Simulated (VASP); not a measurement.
# H11C2NO4 in VASP: notebook

The runs below take H11C2NO4 through single point, with r2SCAN.

Everything below comes from runs of VASP 6.6.1. Logs are shortened: lines on timing, memory, paths and dates and some standing lists are left out, and cuts for length are marked.

### 1 The cell of the first run

The cell holds an amorphous packing of atoms, 18 atoms: a = 5.654 Å, b = 5.654 Å, c = 5.654 Å, α = 90.00°, β = 90.00°, γ = 90.00°.

### 2 Single point, r2SCAN

Input file POSCAR:

```
H11C2NO4
1.0
    5.6545000000      0.0000000000      0.0000000000
    0.0000000000      5.6545000000      0.0000000000
    0.0000000000      0.0000000000      5.6545000000
O H C N
4 11 2 1
Direct
    0.2328057299      0.1748695729      0.5182597931
    0.4316562030      0.7212485631      0.3417631975
    0.1106552303      0.4114598992      1.1480060129
    0.7879564948      0.4170483686      0.5743390220
    0.3381200814      0.1311698647      0.6369440269
    0.1169864710      0.2950924043      0.5586700858
    0.3758245645      0.8707578035      0.3715271023
    0.2892563445      0.6339906269      0.3143514015
    0.1335750287      0.2983995048      1.2672738527
   -0.0466177381      0.3746042975      1.1071535945
    0.6838800955      0.4849942524      0.4501901141
    0.7221328146      0.4239278451      0.7245026085
    0.4717127951      0.7378901760      0.8659828455
    0.7306569989      0.8126624812      0.6877708020
    0.7582102750      0.7272084181      0.9800689716
    0.6513750111      0.8310549120      0.8606065965
    0.6615615881      1.0550004421      0.9728181095
    0.7170218410      1.2378105933      1.0505261296
```

Input file INCAR.step1:

```
SYSTEM = H11C2NO4
PREC = Accurate
ENCUT = 520
ISMEAR = -1
SIGMA = 0.05
LREAL = Auto
LASPH = .TRUE.
NELM = 80
NBANDS = 39
GGA = PE
ALGO = Normal
EDIFF = 1E-4
LWAVE = .TRUE.
LCHARG = .FALSE.
```

Input file INCAR.step2:

```
SYSTEM = H11C2NO4
PREC = Accurate
ENCUT = 520
EDIFF = 1E-6
ISMEAR = -1
SIGMA = 0.05
LREAL = Auto
LASPH = .TRUE.
NELM = 80
ALGO = Normal
ISIF = 2
LWAVE = .FALSE.
LCHARG = .FALSE.
METAGGA = R2SCAN
LMIXTAU = .TRUE.
NBANDS = 39
ISTART = 1
```

Input file KPOINTS:

```
Automatic mesh
0
G
  1 1 1
  0 0 0
```

Potentials or basis: VASP PAW PBE potentials, release 64 (O, H, C, N).

On the command line:

```sh
cat potpaw_PBE.64/O/POTCAR potpaw_PBE.64/H/POTCAR potpaw_PBE.64/C/POTCAR potpaw_PBE.64/N/POTCAR > POTCAR
cp INCAR.step1 INCAR
mpirun -np 1 vasp_gam > vasp.out
cp INCAR.step2 INCAR
mpirun -np 1 vasp_gam > vasp.out
```

OUTCAR:

```text
SYSTEM = H11C2NO4
   PREC = Accurate
   ENCUT = 520
   EDIFF = 1E-6
   ISMEAR = -1
   LREAL = Auto
   LASPH = .TRUE.
   NELM = 80
   ISIF = 2
   METAGGA = R2SCAN
   ISTART = 1

 ion  position               nearest neighbor table
   1  0.233  0.175  0.518-   5 0.93   6 0.97
   2  0.432  0.721  0.342-   7 0.92   8 0.96
   3  0.111  0.411  0.148-   9 0.94  10 0.94
   4  0.788  0.417  0.574-  12 0.93  11 0.99
   5  0.338  0.131  0.637-   1 0.93
   6  0.117  0.295  0.559-   1 0.97
   7  0.376  0.871  0.372-   2 0.92
   8  0.289  0.634  0.314-   2 0.96
   9  0.134  0.298  0.267-   3 0.94
  10  0.953  0.375  0.107-   3 0.94
  11  0.684  0.485  0.450-   4 0.99
  12  0.722  0.424  0.725-   4 0.93
  13  0.472  0.738  0.866-  16 1.14
  14  0.731  0.813  0.688-  16 1.08
  15  0.758  0.727  0.980-  16 1.08
  16  0.651  0.831  0.861-  15 1.08  14 1.08  13 1.14  17 1.42
  17  0.662  0.055  0.973-  18 1.17  16 1.42
  18  0.717  0.238  0.051-  17 1.17

  LATTYP: Found a simple cubic cell.
 ALAT       =     5.6545000000

  Lattice vectors:

 A1 = (   5.6545000000,   0.0000000000,   0.0000000000)
 A2 = (   0.0000000000,   5.6545000000,   0.0000000000)
 A3 = (   0.0000000000,   0.0000000000,   5.6545000000)

Analysis of symmetry for initial positions (statically):
=====================================================================
 Subroutine PRICEL returns:
 Original cell was already a primitive cell.

 Routine SETGRP: Setting up the symmetry group for a
 simple cubic supercell.

 Subroutine GETGRP returns: Found  1 space group operations
 (whereof  1 operations were pure point group operations)
 out of a pool of 48 trial point group operations.

The static configuration has the point symmetry C_1 .

Analysis of symmetry for dynamics (positions and initial velocities):
=====================================================================
 Subroutine PRICEL returns:
 Original cell was already a primitive cell.

 Routine SETGRP: Setting up the symmetry group for a
 simple cubic supercell.

 Subroutine GETGRP returns: Found  1 space group operations
 (whereof  1 operations were pure point group operations)
 out of a pool of 48 trial point group operations.

The dynamic configuration has the point symmetry C_1 .

 Subroutine INISYM returns: Found  1 space group operations
 (whereof  1 operations are pure point group operations),
 and found     1 'primitive' translations

----------------------------------------------------------------------------------------

                                     Primitive cell

  volume of cell :     180.7934

  direct lattice vectors                    reciprocal lattice vectors
     5.654500000  0.000000000  0.000000000     0.176850296  0.000000000  0.000000000
     0.000000000  5.654500000  0.000000000     0.000000000  0.176850296  0.000000000
     0.000000000  0.000000000  5.654500000     0.000000000  0.000000000  0.176850296

  length of vectors
     5.654500000  5.654500000  5.654500000     0.176850296  0.176850296  0.176850296

  position of ions in fractional coordinates (direct lattice)
     0.232805730  0.174869573  0.518259793
     0.431656203  0.721248563  0.341763198
     0.110655230  0.411459899  0.148006013
     0.787956495  0.417048369  0.574339022
     0.338120081  0.131169865  0.636944027
     0.116986471  0.295092404  0.558670086
[... 10 lines left out ...]
     0.661561588  0.055000442  0.972818109
     0.717021841  0.237810593  0.050526130

  ion indices of the primitive-cell ions
   primitive index   ion index
                 1           1
                 2           2
                 3           3
                 4           4
                 5           5
                 6           6
[... 10 lines left out ...]
                17          17
                18          18

----------------------------------------------------------------------------------------

 KPOINTS: Automatic mesh

Automatic generation of k-mesh.
 Grid dimensions read from file:
 generate k-points for:    1    1    1

 Generating k-lattice:

  Cartesian coordinates                     Fractional coordinates (reciprocal lattice)
     0.176850296  0.000000000  0.000000000     1.000000000  0.000000000  0.000000000
     0.000000000  0.176850296  0.000000000     0.000000000  1.000000000  0.000000000
     0.000000000  0.000000000  0.176850296     0.000000000  0.000000000  1.000000000

  Length of vectors
     0.176850296  0.176850296  0.176850296

  Shift w.r.t. Gamma in fractional coordinates (k-lattice)
     0.000000000  0.000000000  0.000000000

 Subroutine IBZKPT returns following result:
 ===========================================

 Found      1 irreducible k-points:

 Following reciprocal coordinates:
            Coordinates               Weight
  0.000000  0.000000  0.000000      1.000000
   k-points           NKPTS =      1   k-points in BZ     NKDIM =      1   number of bands    NBANDS=     39
   number of dos      NEDOS =    301   number of ions     NIONS =     18
   total plane-waves  NPLWV =  74088
   dimension x,y,z NGX =    42 NGY =   42 NGZ =   42
   dimension x,y,z NGXF=    84 NGYF=   84 NGZF=   84
   ions per type =               4  11   2   1
   NGX,Y,Z   is equivalent  to a cutoff of  12.35, 12.35, 12.35 a.u.
   NGXF,Y,Z  is equivalent  to a cutoff of  24.70, 24.70, 24.70 a.u.
 SYSTEM =  H11C2NO4
   PREC   = accura    normal or accurate (medium, high low for compatibility)
   ISTART =      1    job   : 0-new  1-cont  2-samecut
   ICHARG =      0    charge: 1-file 2-atom 10-const
   ISPIN  =      1    spin polarized calculation?
   LNONCOLLINEAR =      F non collinear calculations
   LSORBIT =      F    spin-orbit coupling
   LASPH  =      T    aspherical Exc in radial PAW
   ENCUT  =  520.0 eV  38.22 Ry    6.18 a.u.  10.51 10.51 10.51*2*pi/ulx,y,z
   NELM   =     80;   NELMIN=  2; NELMDL=  0     # of ELM steps
   EDIFF  = 0.1E-05   stopping-criterion for ELM
   LREAL  =      T    real-space projection
   EDIFFG = 0.1E-04   stopping-criterion for IOM
   NSW    =      0    number of steps for IOM
   IBRION =     -1    ionic relax: 0-MD 1-quasi-New 2-CG
   NFREE  =      0    steps in history (QN), initial steepest desc. (CG)
   ISIF   =      2    stress and relaxation
   ISYM   =      2    0-nonsym 1-usesym 2-fastsym
   POTIM  = 0.5000    time-step for ionic-motion
   TEBEG  =    0.0;   TEEND  =   0.0 temperature during run
   PSTRESS=    0.0 pullay stress
   NELECT =      48.0000    total number of electrons
   NUPDOWN=      -1.0000    fix difference up-down
   EMIN   =  10.00;   EMAX   =-10.00  energy-range for DOS
   EFERMI =   0.00;   METHOD = LEGACY
   ISMEAR =    -1;   SIGMA  =   0.05  broadening in eV -4-tet -1-fermi 0-gaus
   EFERMI_NEDOS =   21; number of points for ismear=-14 and -15
   IALGO  =     38    algorithm
   IMIX   =      4    mixing-type and parameters
     AMIX     =   0.40;   BMIX     =  1.00
     AMIX_MAG =   1.60;   BMIX_MAG =  1.00
  volume/ion in A,a.u.               =      10.04        67.78
  Fermi-wavevector in a.u.,A,eV,Ry     =   1.052190  1.988352 15.063075  1.107105
  Thomas-Fermi vector in A             =   2.187263
   LORBIT       =      0    0 simple, 1 ext, 2 COOP (PROOUT), +10 PAW based schemes
   METAGGA = R2SCAN    functional components
   LHFCALC =     F    Hartree Fock is set to
   AEXX    =    0.0000 exact exchange contribution
   IVDW    =     0    specifies the selected vdW correction
   LEPSILON=     F    determine dielectric tensor
   LRPA    =     F    only Hartree local field effects (RPA)
 non-spin polarized calculation
  energy-cutoff  :      520.00
  volume of cell :      180.79
 maximum number of plane-waves:      2473
 NGX is ok and might be reduce to    42
   NGX = 21   NGY = 21   NGZ = 21

 number of electron      48.0000019 magnetization

 Free energy of the ion-electron system (eV)
  ---------------------------------------------------
  ext. energy  EPLUGINS =         0.00000000
  ---------------------------------------------------
  free energy    TOTEN  =      -101.16489881 eV

  energy without entropy =     -101.16489881  energy(sigma->0) =     -101.16489881

 E-fermi :  -2.4553     XC(G=0):  -7.3882

 val. band max:       -3.7097931656   @ k =   0.0000   0.0000   0.0000
 cond. band min:       1.9413086093   @ k =   0.0000   0.0000   0.0000
 fundamental gap:      5.6511017749
 Fermi energy:        -2.4552699977

 k-point     1 :       0.0000    0.0000    0.0000
  band No.  band energies     occupation
      1     -23.8167      2.00000
      2     -23.2541      2.00000
      3     -23.0767      2.00000
      4     -22.8541      2.00000
      5     -21.0147      2.00000
      6     -16.9822      2.00000
[... 28 lines left out ...]
     35       8.1190      0.00000
     36       9.0508      0.00000
 [bands above 36 left out]

------------------------ aborting loop because EDIFF is reached ----------------------------------------

  FORCE on cell =-STRESS in cart. coord.  units (eV):
  Direction    XX          YY          ZZ          XY          YZ          ZX
  --------------------------------------------------------------------------------------
  -------------------------------------------------------------------------------------
  Total        3.3738320      3.7769020      5.2943083     -0.6893432     -0.3057037      1.1383950
  in kB       29.8986382     33.4706138     46.9177508     -6.1089065     -2.7091225     10.0883685
  external PRESSURE =      36.7623343 kB  Pullay stress =       0.0000000 kB

 VOLUME and BASIS-vectors are now :
 -----------------------------------------------------------------------------
  energy-cutoff  :      520.00
  volume of cell :      180.79
      direct lattice vectors                 reciprocal lattice vectors
     5.654500000  0.000000000  0.000000000     0.176850296  0.000000000  0.000000000
     0.000000000  5.654500000  0.000000000     0.000000000  0.176850296  0.000000000
     0.000000000  0.000000000  5.654500000     0.000000000  0.000000000  0.176850296

 POSITION                                       TOTAL-FORCE (eV/Angst)
 -----------------------------------------------------------------------------------
      1.31640      0.98880      2.93050        -0.894617     -0.274866     -1.583227
      2.44080      4.07830      1.93250         1.399532     -2.033213     -0.169461
      0.62570      2.32660      0.83690         1.730171      1.763444     -0.714277
      4.45550      2.35820      3.24760         1.010607      0.040208     -2.962050
      1.91190      0.74170      3.60160         0.772835      0.138989      1.608792
      0.66150      1.66860      3.15900        -0.088515     -0.152427      1.015985
[... 10 lines left out ...]
      3.74080      0.31100      5.50080         0.699557      1.519809     -0.429187
      4.05440      1.34470      0.28570        -1.527597     -1.349522     -0.101848
 -----------------------------------------------------------------------------------
    total drift:                                0.011156      0.021119      0.006709

  FREE ENERGIE OF THE ION-ELECTRON SYSTEM (eV)
  ---------------------------------------------------
  free  energy   TOTEN  =      -101.1648988127 eV

  energy  without entropy=     -101.1648988127  energy(sigma->0) =     -101.16489881
```

Run time: 2.6 min. Hardware: 1 thread of Intel Xeon 8259CL, shared host; peak memory 0.26 GiB.

Results:

```
Free energy            : -101.1649 eV
Pressure               : 3.7 GPa
Largest force          : 3.130 eV/Å
Band gap on the k mesh : 5.65 eV
```

Forces in eV/Å, atoms in the order of the input:
```
O   -0.895 -0.275 -1.583
O    1.400 -2.033 -0.169
O    1.730  1.763 -0.714
O    1.011  0.040 -2.962
H    0.773  0.139  1.609
H   -0.089 -0.152  1.016
H   -0.781  2.893  0.576
H   -0.616 -0.877 -0.629
H    1.007 -1.134  0.785
H   -1.707  0.095 -0.694
H    0.350 -0.248  1.175
H   -1.184  0.111  1.634
H    1.165  1.047 -0.093
H    0.093  0.607 -0.349
H    0.386 -0.783  0.306
C   -1.815 -1.363  0.625
C    0.700  1.520 -0.429
N   -1.528 -1.350 -0.102
```

Stress tensor (GPa, compression positive):
```
 2.99 -0.61  1.01
-0.61  3.35 -0.27
 1.01 -0.27  4.69
```

Levels at points of the mesh, in eV from the valence-band top:
```
           k point  band 22  band 23  band 24  band 25  band 26  band 27
(0.00, 0.00, 0.00)    -0.47    -0.30     0.00     5.65     6.34     6.79
```

Caveat: the k points lie up to 1.11 Å⁻¹ apart; the PAW data sets were made with another functional, which shifts forces and pressure a little.

(Continued in part 2 of 2.)
